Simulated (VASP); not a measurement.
Crystal: Fe2O3.

```
Fe O
1.0
     2.51900    1.45435    4.59067
    -2.51900    1.45435    4.59067
     0.00000   -2.90869    4.59067
Fe O
4 6
Direct
  0.35530 0.35530 0.35530
  0.14470 0.14470 0.14470
  0.64470 0.64470 0.64470
  0.85530 0.85530 0.85530
  0.55590 0.25000 0.94410
  0.25000 0.94410 0.55590
  0.94410 0.55590 0.25000
  0.44410 0.75000 0.05590
  0.75000 0.05590 0.44410
  0.05590 0.44410 0.75000
```

```yaml
Program: VASP 6.6.1
Task: relaxation of cell and atoms
Functional: PBE
Dispersion: D3(BJ)
Potentials_or_basis: VASP PAW PBE potentials, release 64 (Fe, O)
Cutoff: 600 eV
k_mesh: 7 × 7 × 7
Occupations: fermi-dirac, width 0.05 eV
Spin: collinear spin, ferromagnetic start
Starting_moments: "[3.0, 3.0, 3.0, 3.0, 0.0, 0.0, 0.0, 0.0, 0.0, 0.0] μB"
```

At the start: pressure -7.7 GPa; volume 10.09 Å³/atom.

**Question.** How do energy, volume and symmetry change on relaxing?

**Answer.** Over 14 steps the energy falls by 133.6 meV/atom and the volume is 8.67 Å³/atom (-14.1 %); space group R-3c (No. 167, to 0.1 Å) before and after; moment 4.00 μB per cell.

Step by step:
```tsv
step	energy change (eV)	largest force (eV/Å)	pressure (GPa)	volume (Å³)
1	0.0000	0.9096	-7.74	100.91
2	-0.6378	0.9701	-14.41	93.95
3	0.7508	2.2487	58.93	75.01
4	-1.1891	0.7329	-5.90	88.90
5	-1.2567	0.3346	5.89	85.11
6	-1.2699	0.4689	2.12	86.20
7	-1.3247	0.1055	-0.49	86.95
8	-1.3250	0.0928	-0.71	87.01
9	-1.3340	0.0248	0.45	86.55
10	-1.3341	0.0412	0.63	86.49
11	-1.3354	0.0463	-0.74	86.92
12	-1.3357	0.0446	-0.33	86.79
13	-1.3361	0.0133	0.19	86.65
14	-1.3362	0.0039	0.04	86.69
```

Final structure:
```
Fe O
1.0
     2.37893    1.37347    4.42208
    -2.37893    1.37347    4.42208
     0.00000   -2.74695    4.42208
Fe O
4 6
Direct
  0.34563 0.34563 0.34563
  0.15437 0.15437 0.15437
  0.65437 0.65437 0.65437
  0.84563 0.84563 0.84563
  0.56373 0.25000 0.93627
  0.25000 0.93627 0.56373
  0.93627 0.56373 0.25000
  0.43627 0.75000 0.06373
  0.75000 0.06373 0.43627
  0.06373 0.43627 0.75000
```

Caveat: the run started ferromagnetic, and an antiferromagnetic order may lie lower in energy.
